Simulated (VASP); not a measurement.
Crystal: Cd2Ga.

```
Cd Ga
1.0
     0.00000    3.17341    3.17341
     3.17341    0.00000    3.17341
     3.17341    3.17341    0.00000
Cd Ga
2 1
Cartesian
  1.5867 1.5867 1.5867
  4.7601 4.7601 4.7601
  0.0000 0.0000 0.0000
```

```yaml
Program: VASP 6.6.1
Task: relaxation of cell and atoms
Functional: r2SCAN
Potentials_or_basis: VASP PAW PBE potentials, release 64 (Cd, Ga_d)
Cutoff: 600 eV
k_mesh: 12 × 12 × 12
Occupations: gaussian, width 0.1 eV
Spin: no spin polarisation
```

At the start: pressure 3.3 GPa; volume 21.31 Å³/atom.

Q: Where does the relaxation end?

A: Over 3 steps the energy falls by 11.8 meV/atom and the volume is 22.52 Å³/atom (+5.7 %); space group Fm-3m (No. 225, to 0.1 Å) before and after.

The path:
```csv
step,energy change (eV),largest force (eV/Å),pressure (GPa),volume (Å³)
1,0.0000,0.0000,3.33,63.92
2,-0.0347,0.0000,-0.36,68.10
3,-0.0353,0.0000,0.02,67.57
```

Final structure:
```xyz
3
Lattice="0.0000 3.2328 3.2328 3.2328 0.0000 3.2328 3.2328 3.2328 0.0000" Properties=species:S:1:pos:R:3 pbc="T T T"
Cd    1.6164    1.6164    1.6164
Cd    4.8491    4.8491    4.8491
Ga    0.0000    0.0000    0.0000
```

Caveat: the PAW data sets were made with another functional, which shifts forces and pressure a little.
